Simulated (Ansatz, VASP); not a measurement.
# Two plane-wave programs on Lu

```
Lu
1.0
     1.74073    1.00501    8.48515
    -1.74073    1.00501    8.48515
     0.00000   -2.01003    8.48515
Lu
3
Cartesian
  0.0000 0.0000 0.0000
  0.0000 0.0000 19.8122
  0.0000 0.0000 5.6433
```

Alike in both runs: task single point; functional PBE; k mesh 9 × 9 × 9; occupations fermi-dirac, width 0.05 eV; collinear spin.

|  | VASP | Ansatz |
| --- | --- | --- |
| version | VASP 6.6.1 | Ansatz 0.2.0 |
| potentials or method | VASP PAW PBE potentials, release 64 (Lu) | PAW with Ansatz's default frozen-core files, scalar-relativistic |
| plane-wave cutoff (eV) | 600 | 420 |
| valence electrons in the cell | 75 | 75 |

VASP gave:

```
pressure (GPa)                                                : -0.9
traceless stress, the component that is largest in VASP (GPa) : -0.95
net moment per atom (μB)                                      : 0.00
```

**Question.** Which values does Ansatz return?

**Answer.** Pressure (GPa): -1.0; traceless stress, the component that is largest in VASP (GPa): -0.96; net moment per atom (μB): 0.00.

Ansatz's warnings: seeded moment not kept.

Spin-orbit coupling is off throughout.
